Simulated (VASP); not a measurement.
# B109N107 (a cell with a defect) in VASP: single point with PBE

Aim: the single point of B109N107 (a cell with a defect) with PBE.

Program: VASP 6.6.1. These are calculated values, not measurements. Logs are shortened: lines on timing, memory, paths and dates and some standing lists are left out, and cuts for length are marked.

**1. The cell of the first run**

The cell holds a defect, 216 atoms: a = 12.930 Å, b = 12.930 Å, c = 12.991 Å, α = 90.00°, β = 90.00°, γ = 120.00°.

**2. Single point, PBE**

Input file INCAR:

```
ALGO = Normal
EDIFF = 1E-6
ENCUT = 520
GGA = PE
GGA_COMPAT = F
ISIF = 2
ISMEAR = -1
LASPH = T
LCHARG = T
LELF = T
LREAL = Auto
LVHAR = T
LWAVE = F
NBANDS = 545
NCORE = 4
NELM = 120
PREC = Accurate
SIGMA = 0.01
```

Input file KPOINTS:

```
k-points
0
Gamma
  1 1 1
```

Input file POSCAR:

```
B109N107
1.0
   11.1975469267      6.4649067324      0.0000000000
  -11.1975469267      6.4649067324      0.0000000000
    0.0000000000      0.0000000000     12.9909657524
B N
109 107
Direct
   -0.0000292370      0.2229022771      0.1262308264
    0.1110368891      0.1117192199      0.1252286135
    0.2222299117      0.0006651087      0.1268285758
    0.0001922180      0.1110234953      0.3794320590
    0.1115404091     -0.0002966139      0.3797665573
    0.2223311298      0.2218482015      0.3680892608
[... 208 lines left out ...]
    0.7776967424      0.6664494631      0.6243179114
    0.8888364079      0.8886903199      0.6272987302
```

Potentials or basis: VASP PAW PBE potentials, release 64 (B, N).

Command:

```bash
$ cat potpaw_PBE.64/B/POTCAR potpaw_PBE.64/N/POTCAR > POTCAR
$ mpirun -np 4 vasp_gam > vasp.out
```

OUTCAR:

```text
EDIFF = 1E-6
   ENCUT = 520
   GGA = PE
   ISIF = 2
   ISMEAR = -1
   LASPH = T
   LREAL = Auto
   NELM = 120
   PREC = Accurate

 ion  position               nearest neighbor table
   1  1.000  0.223  0.126- 186 1.44 113 1.44 126 1.44
   2  0.111  0.112  0.125- 113 1.44 114 1.44 115 1.44
   3  0.222  0.001  0.127- 139 1.44 114 1.44 149 1.44
   4  0.000  0.111  0.379- 183 1.43 110 1.44 111 1.44
   5  0.112  1.000  0.380- 134 1.43 112 1.44 111 1.44
   6  0.222  0.222  0.368- 111 1.44 146 1.45 124 1.45
[... 208 lines left out ...]
 215  0.778  0.666  0.624- 105 1.44 106 1.44  92 1.44
 216  0.889  0.889  0.627-  31 1.44  82 1.44 105 1.44

  LATTYP: Found a hexagonal cell.
 ALAT       =    12.9298134648
 C/A-ratio  =     1.0047295568

  Lattice vectors:

 A1 = (  11.1975469267,   6.4649067324,   0.0000000000)
 A2 = ( -11.1975469267,   6.4649067324,   0.0000000000)
 A3 = (   0.0000000000,   0.0000000000,  12.9909657524)

Analysis of symmetry for initial positions (statically):
=====================================================================
 Subroutine PRICEL returns:
 Original cell was already a primitive cell.

 Routine SETGRP: Setting up the symmetry group for a
 hexagonal supercell.

 Subroutine GETGRP returns: Found  1 space group operations
 (whereof  1 operations were pure point group operations)
 out of a pool of 24 trial point group operations.

The static configuration has the point symmetry C_1 .

Analysis of symmetry for dynamics (positions and initial velocities):
=====================================================================
 Subroutine PRICEL returns:
 Original cell was already a primitive cell.

 Routine SETGRP: Setting up the symmetry group for a
 hexagonal supercell.

 Subroutine GETGRP returns: Found  1 space group operations
 (whereof  1 operations were pure point group operations)
 out of a pool of 24 trial point group operations.

The dynamic configuration has the point symmetry C_1 .

 Subroutine INISYM returns: Found  1 space group operations
 (whereof  1 operations are pure point group operations),
 and found     1 'primitive' translations
[... 165 lines left out ...]
   LSORBIT =      F    spin-orbit coupling
   LASPH  =      T    aspherical Exc in radial PAW
   ENCUT  =  520.0 eV  38.22 Ry    6.18 a.u.  24.04 24.04 24.15*2*pi/ulx,y,z
   NELM   =    120;   NELMIN=  2; NELMDL= -5     # of ELM steps
   EDIFF  = 0.1E-05   stopping-criterion for ELM
   LREAL  =      T    real-space projection
   EDIFFG = 0.1E-04   stopping-criterion for IOM
   NSW    =      0    number of steps for IOM
   IBRION =     -1    ionic relax: 0-MD 1-quasi-New 2-CG
   NFREE  =      0    steps in history (QN), initial steepest desc. (CG)
   ISIF   =      2    stress and relaxation
   ISYM   =      2    0-nonsym 1-usesym 2-fastsym
   POTIM  = 0.5000    time-step for ionic-motion
   TEBEG  =    0.0;   TEEND  =   0.0 temperature during run
   PSTRESS=    0.0 pullay stress
   NELECT =     862.0000    total number of electrons
   NUPDOWN=      -1.0000    fix difference up-down
   EMIN   =  10.00;   EMAX   =-10.00  energy-range for DOS
   EFERMI =   0.00;   METHOD = LEGACY
   ISMEAR =    -1;   SIGMA  =   0.01  broadening in eV -4-tet -1-fermi 0-gaus
   EFERMI_NEDOS =   21; number of points for ismear=-14 and -15
   IALGO  =     38    algorithm
   IMIX   =      4    mixing-type and parameters
     AMIX     =   0.40;   BMIX     =  1.00
     AMIX_MAG =   1.60;   BMIX_MAG =  1.00
  volume/ion in A,a.u.               =       8.71        58.76
  Fermi-wavevector in a.u.,A,eV,Ry     =   1.262191  2.385195 21.675795  1.593126
  Thomas-Fermi vector in A             =   2.395612
   LORBIT       =      0    0 simple, 1 ext, 2 COOP (PROOUT), +10 PAW based schemes
   GGA     = PE    functional components
   LHFCALC =     F    Hartree Fock is set to
   AEXX    =    0.0000 exact exchange contribution
   IVDW    =     0    specifies the selected vdW correction
   LEPSILON=     F    determine dielectric tensor
   LRPA    =     F    only Hartree local field effects (RPA)
 non-spin polarized calculation
  energy-cutoff  :      520.00
  volume of cell :     1880.86
 maximum number of plane-waves:     25255
   NGX = 49   NGY = 49   NGZ = 49

 number of electron     861.9999984 magnetization

 Free energy of the ion-electron system (eV)
  ---------------------------------------------------
  ext. energy  EPLUGINS =         0.00000000
  ---------------------------------------------------
  free energy    TOTEN  =     -1886.67144419 eV

  energy without entropy =    -1886.67144419  energy(sigma->0) =    -1886.67144419

 E-fermi :   3.4994     XC(G=0): -10.2542

 val. band max:        3.2359932786   @ k =   0.0000   0.0000   0.0000
 cond. band min:       4.7557767635   @ k =   0.0000   0.0000   0.0000
 fundamental gap:      1.5197834849
 Fermi energy:         3.4994111320

 k-point     1 :       0.0000    0.0000    0.0000
  band No.  band energies     occupation
      1     -15.4157      2.00000
      2     -15.2620      2.00000
      3     -15.2127      2.00000
      4     -15.0466      2.00000
      5     -14.7003      2.00000
      6     -14.6975      2.00000
[... 435 lines left out ...]
    442       7.2260      0.00000
    443       7.2739      0.00000
 [bands above 443 left out]

------------------------ aborting loop because EDIFF is reached ----------------------------------------

  FORCE on cell =-STRESS in cart. coord.  units (eV):
  Direction    XX          YY          ZZ          XY          YZ          ZX
  --------------------------------------------------------------------------------------
  -------------------------------------------------------------------------------------
  Total      144.7998813    144.9179794     42.3077603      0.1190712     -0.0673734      0.1102495
  in kB      123.3451847    123.4457845     36.0391076      0.1014287     -0.0573908      0.0939141
  external PRESSURE =      94.2766923 kB  Pullay stress =       0.0000000 kB

 VOLUME and BASIS-vectors are now :
 -----------------------------------------------------------------------------
  energy-cutoff  :      520.00
  volume of cell :     1880.86
      direct lattice vectors                 reciprocal lattice vectors
    11.197546927  6.464906732  0.000000000     0.044652637  0.077340636  0.000000000
   -11.197546927  6.464906732  0.000000000    -0.044652637  0.077340636  0.000000000
     0.000000000  0.000000000 12.990965752     0.000000000  0.000000000  0.076976571

 POSITION                                       TOTAL-FORCE (eV/Angst)
 -----------------------------------------------------------------------------------
      8.70126      7.90576      1.63986        -0.001153      0.000193     -0.001781
     -0.00764      1.44010      1.62684         0.000123      0.002863     -0.002841
      2.48098      1.44100      1.64763        -0.000582      0.000042     -0.000178
     -1.24104      0.71900      4.92919        -0.007788      0.000488     -0.000650
     -9.94525      7.18409      4.93353         0.005397      0.000035     -0.000347
      0.00541      2.87158      4.78183        -0.000338     -0.005999     -0.003236
[... 208 lines left out ...]
      1.24570      9.33627      8.11049        -0.000315     -0.002307      0.002021
      0.00164     11.49154      8.14922         0.000132     -0.000264      0.000623
 -----------------------------------------------------------------------------------
    total drift:                               -0.007887      0.007704     -0.008399

  FREE ENERGIE OF THE ION-ELECTRON SYSTEM (eV)
  ---------------------------------------------------
  free  energy   TOTEN  =     -1886.6714441900 eV

  energy  without entropy=    -1886.6714441900  energy(sigma->0) =    -1886.67144419
```

OSZICAR:

```text
N       E                     dE             d eps       ncg     rms          rms(c)
DAV:   1     0.834038715167E+04    0.83404E+04   -0.49721E+05  1106   0.158E+03
DAV:   2    -0.111862769695E+04   -0.94590E+04   -0.89665E+04  1596   0.400E+02
DAV:   3    -0.205950222621E+04   -0.94087E+03   -0.93046E+03  1244   0.132E+02
DAV:   4    -0.208469764625E+04   -0.25195E+02   -0.25104E+02  1268   0.229E+01
DAV:   5    -0.208527096846E+04   -0.57332E+00   -0.57274E+00  1236   0.344E+00    0.839E+01
DAV:   6    -0.190817491676E+04    0.17710E+03   -0.50636E+02  1148   0.277E+01    0.385E+01
DAV:   7    -0.189107810130E+04    0.17097E+02   -0.28225E+01  1156   0.717E+00    0.233E+01
DAV:   8    -0.188676947470E+04    0.43086E+01   -0.16943E+01  1172   0.513E+00    0.285E+00
DAV:   9    -0.188662770597E+04    0.14177E+00   -0.72508E-01  1172   0.121E+00    0.131E+00
DAV:  10    -0.188666384044E+04   -0.36134E-01   -0.84929E-02  1204   0.410E-01    0.381E-01
DAV:  11    -0.188666943283E+04   -0.55924E-02   -0.84833E-03  1188   0.145E-01    0.174E-01
DAV:  12    -0.188667081098E+04   -0.13781E-02   -0.15061E-03  1236   0.660E-02    0.994E-02
DAV:  13    -0.188667134864E+04   -0.53766E-03   -0.48223E-04  1156   0.360E-02    0.338E-02
DAV:  14    -0.188667143839E+04   -0.89753E-04   -0.11788E-04  1228   0.187E-02    0.143E-02
DAV:  15    -0.188667144446E+04   -0.60709E-05   -0.24320E-05  1364   0.811E-03    0.869E-03
DAV:  16    -0.188667144419E+04    0.27123E-06   -0.20563E-06   852   0.276E-03
   1 F= -.18866714E+04 E0= -.18866714E+04  d E =-.234593E-11
```

stdout:

```text
POSCAR found type information on POSCAR B N
 POSCAR found :  2 types and     216 ions
 scaLAPACK will be used
 LDA part: xc-table for (Slater+PW92), standard interpolation
 POSCAR, INCAR and KPOINTS ok, starting setup
 FFT: planning ... GRIDC
 FFT: planning ... GRID_SOFT
 FFT: planning ... GRID
 WAVECAR not read
 entering main loop
```

Wall time 10 min (4 MPI ranks of AMD EPYC 7R13 (Zen 3), shared host); peak memory 0.56 GiB.

Results:

| Item | Value |
| --- | --- |
| Free energy | -1886.6714 eV |
| Pressure | 9.4 GPa |
| Largest force | 0.023 eV/Å |
| Band gap on the k mesh | 1.52 eV |

Levels at points of the mesh, in eV from the valence-band top:
| k point | band 427 | band 428 | band 429 | band 430 | band 431 | band 432 | band 433 | band 434 | band 435 | band 436 |
| --- | --- | --- | --- | --- | --- | --- | --- | --- | --- | --- |
| (0.00, 0.00, 0.00) | -0.71 | -0.71 | -0.64 | -0.02 | 0.00 | 1.52 | 3.62 | 3.67 | 3.68 | 3.69 |

Caveat: the k points lie up to 0.56 Å⁻¹ apart.
